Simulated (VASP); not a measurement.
Input of a VASP 6.6.1 run:

File INCAR:

```
ALGO = Normal
EDIFF = 1E-6
ENCUT = 520
GGA = PE
ISIF = 2
ISMEAR = 0
LASPH = True
LCHARG = True
LELF = True
LREAL = False
LVHAR = True
LWAVE = False
NBANDS = 40
NELM = 80
PREC = Accurate
SIGMA = 0.1
```

File KPOINTS:

```
k-points
0
Gamma
  8 8 8
```

Contents of POSCAR:

```
Y2WC6
1.0
    0.0000000000      4.3551864112      4.3551864112
    4.3551864112      0.0000000000      4.3551864112
    4.3551864112      4.3551864112      0.0000000000
Y W C
2 1 6
Direct
    0.2500000000      0.2500000000      0.2500000000
    0.7500000000      0.7500000000      0.7500000000
    0.5000000000      0.5000000000      0.5000000000
    0.5000000000      0.0000000000      0.0000000000
    0.0000000000      0.5000000000      0.5000000000
    0.0000000000      0.5000000000      0.0000000000
    0.5000000000      0.0000000000      0.5000000000
    0.0000000000      0.0000000000      0.5000000000
    0.5000000000      0.5000000000      0.0000000000
```

Potentials or basis: VASP PAW PBE potentials, release 64 (Y_sv, W_sv, C).

Run with:

```bash
$ cat potpaw_PBE.64/Y_sv/POTCAR potpaw_PBE.64/W_sv/POTCAR potpaw_PBE.64/C/POTCAR > POTCAR
$ mpirun -np 1 vasp_std > vasp.out
```

(1) Predict the band gap on the k mesh.

(2) What does it give for the pressure?

Answers

(1) zero (bands 30 and 31 overlap by 0.29 eV).

(2) -0.1 GPa.

Caveat: spin-orbit coupling is left out, which moves the levels of the heavy elements.
